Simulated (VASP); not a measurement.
# Ga4Cu3Se7 (a cell with a defect) in VASP: notebook

Ga4Cu3Se7 (a cell with a defect) is run at these levels: PBEsol; tasks: single point.

Program: VASP 6.6.1. These are calculated values, not measurements. Logs are shortened: lines on timing, memory, paths and dates and some standing lists are left out, and cuts for length are marked.

**1. The cell of the first run**

The cell holds a defect, 14 atoms: a = 5.570 Å, b = 5.570 Å, c = 11.071 Å, α = 90.00°, β = 90.00°, γ = 90.00°.

**2. Single point, PBEsol**

INCAR reads:

```
PREC     = Accurate       # precision mode
ENCUT    = 400            # plane-wave cutoff, eV
EDIFF    = 1E-6           # SCF threshold, eV
ISMEAR   = -1             # smearing method
SIGMA    = 0.05           # smearing width, eV
LREAL    = False          # projectors in reciprocal space
LASPH    = True           # aspherical terms in the spheres
NELM     = 120            # most SCF steps
ALGO     = Normal         # electronic algorithm
ISIF     = 2              # what is computed and relaxed
LWAVE    = False          # write WAVECAR
LCHARG   = True           # write CHGCAR
GGA      = PS             # functional
LELF     = True           # ELF
LVHAR    = True         
NBANDS   = 76             # bands
NELECT   = 129.0        
ISYM     = -1           
GGA_COMPAT= False
```

KPOINTS reads:

```
explicit points
1
Reciprocal
  0.25000000   0.25000000   0.25000000 1
```

POSCAR reads:

```
Ga4Cu3Se7
1.0
    5.5698670000     -0.0000550000     -0.0000110000
   -0.0000550000      5.5698670000     -0.0000110000
   -0.0000220000     -0.0000220000     11.0708550000
Cu Ga Se
3 4 7
Direct
    0.9919140000      0.9821300000      0.9964990000
    0.0034480000      0.5019480000      0.2526030000
    0.5042810000      0.9975600000      0.7468320000
    0.9956820000      0.9940020000      0.4986990000
    0.4936810000      0.9964240000      0.2517120000
    0.4989270000      0.4979570000      0.9974930000
    0.0053750000      0.4982500000      0.7494120000
    0.2346860000      0.2510960000      0.1232850000
    0.7566120000      0.7434230000      0.1276160000
    0.7381640000      0.2555090000      0.3715270000
    0.2383250000      0.7436920000      0.3780430000
    0.7370800000      0.2417330000      0.8793140000
    0.7398780000      0.7461540000      0.6232530000
    0.2567650000      0.7587110000      0.8758040000
```

Potentials or basis: VASP PAW PBE potentials, release 64 (Cu, Ga_d, Se).

Started as:

```sh
$ cat potpaw_PBE.64/Cu/POTCAR potpaw_PBE.64/Ga_d/POTCAR potpaw_PBE.64/Se/POTCAR > POTCAR
$ mpirun -np 1 vasp_std > vasp.out
```

OUTCAR:

```text
PREC = Accurate
   ENCUT = 400
   EDIFF = 1E-6
   ISMEAR = -1
   LREAL = False
   LASPH = True
   NELM = 120
   ISIF = 2
   GGA = PS
   NELECT = 129.0
   ISYM = -1

 ion  position               nearest neighbor table
   1  0.992  0.982  0.996-  14 2.35   9 2.36  12 2.41   8 2.46
   2  0.003  0.502  0.253-  11 2.34   9 2.37   8 2.38  10 2.41
   3  0.504  0.998  0.747-  13 2.36  12 2.38  14 2.39
   4  0.996  0.994  0.499-  11 2.36  13 2.42  10 2.48
   5  0.494  0.996  0.252-  10 2.39  11 2.44   9 2.45   8 2.47
   6  0.499  0.498  0.997-  12 2.35  14 2.40   8 2.45   9 2.45
   7  0.005  0.498  0.749-  14 2.45  13 2.46  12 2.52
   8  0.235  0.251  0.123-   2 2.38   6 2.45   1 2.46   5 2.47
   9  0.757  0.743  0.128-   1 2.36   2 2.37   6 2.45   5 2.45
  10  0.738  0.256  0.372-   5 2.39   2 2.41   4 2.48
  11  0.238  0.744  0.378-   2 2.34   4 2.36   5 2.44
  12  0.737  0.242  0.879-   6 2.35   3 2.38   1 2.41   7 2.52
  13  0.740  0.746  0.623-   3 2.36   4 2.42   7 2.46
  14  0.257  0.759  0.876-   1 2.35   3 2.39   6 2.40   7 2.45

IMPORTANT INFORMATION: All symmetrisations will be switched off!
NOSYMM: (Re-)initialisation of all symmetry stuff for point group C_1.

----------------------------------------------------------------------------------------

                                     Primitive cell

  volume of cell :     343.4558

  direct lattice vectors                    reciprocal lattice vectors
     5.569867000 -0.000055000 -0.000011000     0.179537501  0.000001773  0.000000357
    -0.000055000  5.569867000 -0.000011000     0.000001773  0.179537501  0.000000357
    -0.000022000 -0.000022000 11.070855000     0.000000178  0.000000178  0.090327260

  length of vectors
     5.569867000  5.569867000 11.070855000     0.179537501  0.179537501  0.090327260

  position of ions in fractional coordinates (direct lattice)
     0.991914000  0.982130000  0.996499000
     0.003448000  0.501948000  0.252603000
     0.504281000  0.997560000  0.746832000
     0.995682000  0.994002000  0.498699000
     0.493681000  0.996424000  0.251712000
     0.498927000  0.497957000  0.997493000
     0.005375000  0.498250000  0.749412000
     0.234686000  0.251096000  0.123285000
     0.756612000  0.743423000  0.127616000
     0.738164000  0.255509000  0.371527000
     0.238325000  0.743692000  0.378043000
     0.737080000  0.241733000  0.879314000
     0.739878000  0.746154000  0.623253000
     0.256765000  0.758711000  0.875804000

[... 58 lines left out ...]
   NUPDOWN=      -1.0000    fix difference up-down
   EMIN   =  10.00;   EMAX   =-10.00  energy-range for DOS
   EFERMI =   0.00;   METHOD = LEGACY
   ISMEAR =    -1;   SIGMA  =   0.05  broadening in eV -4-tet -1-fermi 0-gaus
   EFERMI_NEDOS =   21; number of points for ismear=-14 and -15
   IALGO  =     38    algorithm
   IMIX   =      4    mixing-type and parameters
     AMIX     =   0.40;   BMIX     =  1.00
     AMIX_MAG =   1.60;   BMIX_MAG =  1.00
  volume/ion in A,a.u.               =      24.53       165.55
  Fermi-wavevector in a.u.,A,eV,Ry     =   1.181176  2.232098 18.982519  1.395176
  Thomas-Fermi vector in A             =   2.317454
   LORBIT       =      0    0 simple, 1 ext, 2 COOP (PROOUT), +10 PAW based schemes
   GGA     = PS    functional components
   LHFCALC =     F    Hartree Fock is set to
   AEXX    =    0.0000 exact exchange contribution
   IVDW    =     0    specifies the selected vdW correction
   LEPSILON=     F    determine dielectric tensor
   LRPA    =     F    only Hartree local field effects (RPA)
 non-spin polarized calculation
  energy-cutoff  :      400.00
  volume of cell :      343.46
 maximum number of plane-waves:      6249
 NGX is ok and might be reduce to    36
   NGX = 19   NGY = 19   NGZ = 37

 number of electron     128.9999940 magnetization

 Free energy of the ion-electron system (eV)
  ---------------------------------------------------
  ext. energy  EPLUGINS =         0.00000000
  ---------------------------------------------------
  free energy    TOTEN  =       -50.45493368 eV

  energy without entropy =      -50.38561833  energy(sigma->0) =      -50.42027601

 E-fermi :   3.8094     XC(G=0):  -9.3756

 val. band max:        2.9526689627   @ k =   0.2500   0.2500   0.2500
 cond. band min:       3.8094357930   @ k =   0.2500   0.2500   0.2500
 fundamental gap:      0.8567668303
 Fermi energy:         3.8094357290

 k-point     1 :       0.2500    0.2500    0.2500
  band No.  band energies     occupation
      1     -12.7065      2.00000
      2     -12.6889      2.00000
      3     -12.6792      2.00000
      4     -12.5199      2.00000
      5     -12.5082      2.00000
      6     -12.4663      2.00000
[... 68 lines left out ...]
     75       7.1624      0.00000
     76       7.5060      0.00000

------------------------ aborting loop because EDIFF is reached ----------------------------------------

  FORCE on cell =-STRESS in cart. coord.  units (eV):
  Direction    XX          YY          ZZ          XY          YZ          ZX
  --------------------------------------------------------------------------------------
  -------------------------------------------------------------------------------------
  Total       17.0144076     16.9144473     16.9417776     -6.1197259      1.4205850     -1.0058218
  in kB       79.3700405     78.9037385     79.0312308    -28.5477405      6.6268476     -4.6920302
  external PRESSURE =      79.1016699 kB  Pullay stress =       0.0000000 kB

 VOLUME and BASIS-vectors are now :
 -----------------------------------------------------------------------------
  energy-cutoff  :      400.00
  volume of cell :      343.46
      direct lattice vectors                 reciprocal lattice vectors
     5.569867000 -0.000055000 -0.000011000     0.179537501  0.000001773  0.000000357
    -0.000055000  5.569867000 -0.000011000     0.000001773  0.179537501  0.000000357
    -0.000022000 -0.000022000 11.070855000     0.000000178  0.000000178  0.090327260

 POSITION                                       TOTAL-FORCE (eV/Angst)
 -----------------------------------------------------------------------------------
      5.52475      5.47026     11.03207         0.074067      0.328295      0.546404
      0.01917      2.79578      2.79653        -0.113139     -0.230339      0.506568
      2.80871      5.55623      8.26805         0.165605     -0.120508      0.160233
      5.54575      5.53639      5.52100         0.247199      1.359078      0.900389
      2.74968      5.54992      2.78665        -0.192162      0.109814      0.410336
      2.77891      2.77350     11.04309        -0.229547     -0.000355      0.774729
      0.02989      2.77517      8.29663         0.589947     -1.169713     -0.979069
      1.30715      1.39856      1.36487        -0.035798     -0.319251     -0.411641
      4.21418      4.14072      1.41280        -0.311538      0.150800     -0.566940
      4.11145      1.42310      4.11311         0.038491     -0.120321     -0.032183
      1.32739      4.14224      4.18525         0.791575     -0.512437     -0.708907
      4.10540      1.34636      9.73475         0.032575      0.163223     -0.663657
      4.12097      4.15592      6.89993        -0.911985     -0.081349      0.270592
      1.43009      4.22589      9.69589        -0.145290      0.443063     -0.206852
 -----------------------------------------------------------------------------------
    total drift:                               -0.001954      0.005725     -0.000034

  FREE ENERGIE OF THE ION-ELECTRON SYSTEM (eV)
  ---------------------------------------------------
  free  energy   TOTEN  =       -50.4549336825 eV

  energy  without entropy=      -50.3856183335  energy(sigma->0) =      -50.42027601
```

stdout:

```text
POSCAR found type information on POSCAR CuGaSe
 POSCAR found :  3 types and      14 ions
 scaLAPACK will be used
 -----------------------------------------------------------------------------
|                                                                             |
|                                                                             |
|     You enforced a specific xc type in the INCAR file but a different       |
|     I HOPE YOU KNOW WHAT YOU ARE DOING!                                     |
|                                                                             |
 -----------------------------------------------------------------------------

 LDA part: xc-table for (Slater+PW92), standard interpolation
 POSCAR, INCAR and KPOINTS ok, starting setup
 FFT: planning ... GRIDC
 FFT: planning ... GRID_SOFT
 FFT: planning ... GRID
 WAVECAR not read
 entering main loop
 the old and the new charge density differ
 old charge density:   127.00000 new  128.99999
    0.166E+01
```

Wall time 1.8 min (1 thread of Intel Xeon 8259CL, shared host); peak memory 0.29 GiB.

What came out:

- Free energy: -50.4549 eV
- Largest force: 1.649 eV/Å

Forces on the atoms (eV/Å):
```
Cu   0.074  0.328  0.546
Cu  -0.113 -0.230  0.507
Cu   0.166 -0.121  0.160
Ga   0.247  1.359  0.900
Ga  -0.192  0.110  0.410
Ga  -0.230  0.000  0.775
Ga   0.590 -1.170 -0.979
Se  -0.036 -0.319 -0.412
Se  -0.312  0.151 -0.567
Se   0.038 -0.120 -0.032
Se   0.792 -0.512 -0.709
Se   0.033  0.163 -0.664
Se  -0.912 -0.081  0.271
Se  -0.145  0.443 -0.207
```

Caveat: the cell carries a net charge on a neutralising background, which shifts energy and pressure; the cell is charged against a uniform background, so pressure and absolute levels hang on convention; the PAW data sets were made with another functional, which shifts forces and pressure a little; an odd number of electrons without spin polarisation forces a metal; a magnetic or distorted state may lie lower.

(Part 1 of 2 ends here.)
